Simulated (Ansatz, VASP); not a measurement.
**Pt in VASP and in Ansatz**

```
CELL_PARAMETERS angstrom
0.00000 2.04644 2.04644
2.04644 0.00000 2.04644
2.04644 2.04644 0.00000
ATOMIC_POSITIONS crystal
Pt 0.00000 0.00000 0.00000
```

Alike in both runs: task single point; functional r2SCAN; k mesh 22 × 22 × 22; occupations fermi-dirac, width 0.1 eV; no spin polarisation.

```csv
,VASP,Ansatz
version,VASP 6.6.1,Ansatz 0.2.0
potentials or method,"VASP PAW PBE potentials, release 64 (Pt), cutoff 520 eV","plane waves (500 eV) with PAW, scalar-relativistic"
valence electrons in the cell,10,18
```

VASP gave:

* pressure (GPa): -22.0

Question: What did Ansatz give for the same quantities?

Answer: Pressure (GPa): -22.3.

VASP's potentials were made for PBE, not for r2SCAN. The functional is the same, so the differences come from potentials, cutoffs and numerics. VASP's potentials hold 10 valence electrons a cell and Ansatz's 18, so a difference there can come from the potentials and not from the codes.

Spin-orbit coupling is off throughout.
